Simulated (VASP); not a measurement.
## TaGe3Ru: relaxation of cell and atoms with PBE

The system is TaGe3Ru.

```
Ta Ge Ru
1.0
     3.47695    0.00000    0.00000
     0.00000    3.47695    0.00000
     0.00000    0.00000    7.68722
Ta Ge Ru
1 3 1
Direct
  0.50000 0.50000 0.50000
  0.00000 0.00000 0.83309
  0.00000 0.00000 0.16691
  0.00000 0.00000 0.50000
  0.50000 0.50000 0.00000
```

The cell was generated, and may not be a known phase.

```yaml
Program: VASP 6.6.1
Task: relaxation of cell and atoms
Functional: PBE
Potentials_or_basis: VASP PAW PBE potentials, release 64 (Ta_pv, Ge_d, Ru_pv)
Cutoff: 600 eV
k_mesh: 6 × 6 × 2
Occupations: gaussian, width 0.1 eV
Spin: no spin polarisation
Dipole_correction: no
Further_INCAR_settings: ALGO = Normal; EDIFF = 1e-06; IBRION = 2; EDIFFG = -0.04; NSW = 90; ISIF = 3
```

- Relaxed volume: 18.64 Å³/atom
- Relaxed cell: a = 3.474 Å, b = 3.474 Å, c = 7.723 Å, α = 90.00°, β = 90.00°, γ = 90.00°
- Space group after relaxing (to 0.1 Å): P4/mmm (No. 123)
- Energy gained by relaxing: 0.3 meV/atom
- Ionic steps: 2
- Pressure after relaxing: 0.1 GPa
- Largest force after relaxing: 0.025 eV/Å
- Band gap on the k mesh: zero (an odd number of electrons rules out a gap without spin polarisation)

Forces on the atoms (eV/Å):
```
Ta   0.000  0.000  0.000
Ge   0.000  0.000  0.025
Ge   0.000  0.000 -0.025
Ge   0.000  0.000  0.000
Ru   0.000  0.000  0.000
```

Stress tensor (GPa, compression positive):
```
0.04 0.00 0.00
0.00 0.04 0.00
0.00 0.00 0.22
```

Step by step:
```tsv
step	energy change (eV)	largest force (eV/Å)	pressure (GPa)	volume (Å³)
1	0.0000	0.0272	0.18	92.93
2	-0.0016	0.0254	0.10	93.21
```

Final structure:
```
Ta Ge Ru
1.0
     3.47411    0.00000    0.00000
     0.00000    3.47411    0.00000
     0.00000    0.00000    7.72272
Ta Ge Ru
1 3 1
Direct
  0.50000 0.50000 0.50000
  0.00000 0.00000 0.83326
  0.00000 0.00000 0.16674
  0.00000 0.00000 0.50000
  0.50000 0.50000 0.00000
```

Levels at points of the mesh, in eV from the Fermi level:
| k point | band 30 | band 31 | band 32 | band 33 | band 34 | band 35 | band 36 | band 37 | band 38 | band 39 |
| --- | --- | --- | --- | --- | --- | --- | --- | --- | --- | --- |
| (0.00, 0.00, 0.00) | -1.45 | -1.02 | 0.29 | 0.49 | 0.49 | 0.66 | 0.72 | 0.72 | 1.85 | 2.50 |
| (0.50, 0.00, 0.00) | -2.56 | -2.01 | -1.00 | -0.06 | -0.02 | 0.52 | 1.15 | 1.28 | 2.22 | 4.10 |
| (0.50, 0.50, 0.00) | -1.53 | -1.53 | -1.02 | -0.99 | -0.99 | -0.08 | 0.68 | 0.78 | 2.42 | 2.44 |
| (0.00, 0.00, 0.50) | -1.02 | -0.94 | 0.16 | 0.17 | 0.17 | 0.66 | 1.27 | 1.27 | 2.11 | 2.11 |
| (0.50, 0.00, 0.50) | -2.41 | -1.85 | -0.98 | -0.07 | -0.02 | 1.10 | 1.40 | 1.88 | 2.34 | 3.28 |
| (0.50, 0.50, 0.50) | -2.05 | -2.05 | -1.13 | -0.46 | -0.46 | -0.22 | -0.08 | 1.58 | 2.16 | 2.49 |

Wall time 4.8 min on 1 thread of Intel Xeon 8259CL, on a shared host, peak memory 0.28 GiB.

Caveat: the k points lie up to 0.41 Å⁻¹ apart in the final cell, too coarse for converged energies and pressures of a metal; spin-orbit coupling is left out, which moves the levels of the heavy elements; an odd number of electrons without spin polarisation forces a metal; a magnetic or distorted state may lie lower.
